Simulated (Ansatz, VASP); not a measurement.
## Two plane-wave programs on Pt

File INCAR:

```
ALGO = Normal
EDIFF = 1E-6
ENCUT = 520
ISIF = 2
ISMEAR = -1
LASPH = True
LCHARG = False
LREAL = False
LWAVE = False
NBANDS = 11
NELM = 80
PREC = Accurate
SIGMA = 0.1
```

The input KPOINTS:

```
k-points
0
Gamma
  14 14 14
```

POSCAR

```
Pt
1.0
    0.0000000000      1.9474302061      1.9474302061
    1.9474302061      0.0000000000      1.9474302061
    1.9474302061      1.9474302061      0.0000000000
Pt
1
Direct
    0.0000000000      0.0000000000      0.0000000000
```

Input for Ansatz:

```yaml
crystal:
  lattice:
    - [0.0, 1.9474302061, 1.9474302061]
    - [1.9474302061, 0.0, 1.9474302061]
    - [1.9474302061, 1.9474302061, 0.0]
  atoms:
    - { symbol: Pt, position: [0.0, 0.0, 0.0] }
hamiltonian:
  xc: lda
  pseudopotentials:
    kind: paw
    azcp:
      Pt: "pseudopotentials/Pt.paw.azcp"
basis:
  ecutwfc: 500
  fft_grid_basis: typed
kpoints:
  mp_grid: { grid: [14, 14, 14], shift: [0, 0, 0] }
magnetization:
  spin_polarized: false
scf:
  occupations: { method: fermi_dirac, width: 0.1 }
  lower_state_search: "off"
output:
  stress: true
```

Alike in both runs: task single point; functional LDA; k mesh 14 × 14 × 14; occupations fermi-dirac, width 0.1 eV; no spin polarisation.

|  | VASP | Ansatz |
| --- | --- | --- |
| version | VASP 6.6.1 | Ansatz 0.2.0 |
| potentials or method | VASP PAW LDA potentials, release 64 (Pt), cutoff 520 eV | plane waves (500 eV) with PAW, scalar-relativistic |
| valence electrons in the cell | 10 | 18 |

```csv
,VASP,Ansatz,Ansatz less VASP
pressure (GPa),0.8,0.0,-0.77
```

Ansatz warns that its potentials were made for another functional, while VASP's fit it. LDA's correlation is that of Perdew and Zunger in VASP and of Perdew and Wang (1992) in Ansatz. VASP's potentials hold 10 valence electrons a cell and Ansatz's 18, so a difference there can come from the potentials and not from the codes.

Spin-orbit coupling is off throughout.
